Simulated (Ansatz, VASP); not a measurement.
# One calculation of Ba, two programs

The input INCAR:

```
SYSTEM = Ba
PREC = Accurate
ENCUT = 520
EDIFF = 1E-6
ISMEAR = -1
SIGMA = 0.1
LREAL = .FALSE.
LASPH = .TRUE.
NELM = 60
ALGO = Normal
ISIF = 2
LWAVE = .FALSE.
LCHARG = .FALSE.
GGA = RP
NBANDS = 11
```

File KPOINTS:

```
regular mesh
0
G
  9 9 9
  0 0 0
```

POSCAR

```
Ba
1.0
    4.2283792392      0.0000000000      0.0000000000
    0.0000000000      4.2283792392      0.0000000000
    0.0000000000      0.0000000000      4.2283792392
Ba
1
Direct
    0.0000000000      0.0000000000      0.0000000000
```

Input for Ansatz:

```yaml
crystal:
  lattice:
    - [4.2283792392, 0.0, 0.0]
    - [0.0, 4.2283792392, 0.0]
    - [0.0, 0.0, 4.2283792392]
  atoms:
    - { symbol: Ba, position: [0.0, 0.0, 0.0] }
hamiltonian:
  xc: rpbe
  pseudopotentials:
    kind: paw
    azcp:
      Ba: "pseudopotentials/Ba.paw.azcp"
basis:
  ecutwfc: 420
  fft_grid_basis: typed
kpoints:
  mp_grid: { grid: [9, 9, 9], shift: [0, 0, 0] }
magnetization:
  spin_polarized: false
scf:
  occupations: { method: fermi_dirac, width: 0.1 }
  lower_state_search: "off"
output:
  stress: true
```

Alike in both runs: task single point; functional RPBE; k mesh 9 × 9 × 9; occupations fermi-dirac, width 0.1 eV; no spin polarisation.

```csv
,VASP,Ansatz
version,VASP 6.6.1,Ansatz 0.2.0
potentials or method,"VASP PAW PBE potentials, release 64 (Ba_sv), cutoff 520 eV","plane waves (420 eV) with PAW, scalar-relativistic"
valence electrons in the cell,10,10
```

|  | VASP | Ansatz | Ansatz less VASP |
| --- | --- | --- | --- |
| pressure (GPa) | -0.5 | -0.5 | -0.04 |

VASP's potentials were made for PBE, not for RPBE.

Spin-orbit coupling is off throughout.
